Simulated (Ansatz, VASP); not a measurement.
## One calculation of AlN, two programs

```
Al N
1.0
     0.00000    2.18399    2.18399
     2.18399    0.00000    2.18399
     2.18399    2.18399    0.00000
Al N
1 1
Direct
  0.03434 0.96566 0.96566
  0.75000 0.75000 0.75000
```

Alike in both runs: task single point; functional LDA; k mesh 10 × 10 × 10; occupations gaussian, width 0.05 eV; no spin polarisation.

|  | VASP | Ansatz |
| --- | --- | --- |
| version | VASP 6.6.1 | Ansatz 0.2.0 |
| potentials or method | VASP PAW LDA potentials, release 64 (Al, N), cutoff 600 eV | scalar-relativistic, plane waves, PAW |
| valence electrons in the cell | 8 | 8 |

|  | VASP | Ansatz | Ansatz less VASP |
| --- | --- | --- | --- |
| gap on the k mesh at the Fermi level (eV) | 2.84 | 2.86 | +0.019 |
| pressure (GPa) | -0.3 | -0.9 | -0.55 |
| traceless stress, the component that is largest in VASP (GPa) | 10.40 | 9.94 | -0.460 |
| rms of the force components (eV/Å) | 1.226 | 1.203 | -0.0233 |

LDA's correlation is that of Perdew and Zunger in VASP and of Perdew and Wang (1992) in Ansatz. Atom by atom the forces differ by 0.023 eV/Å (rms over components).
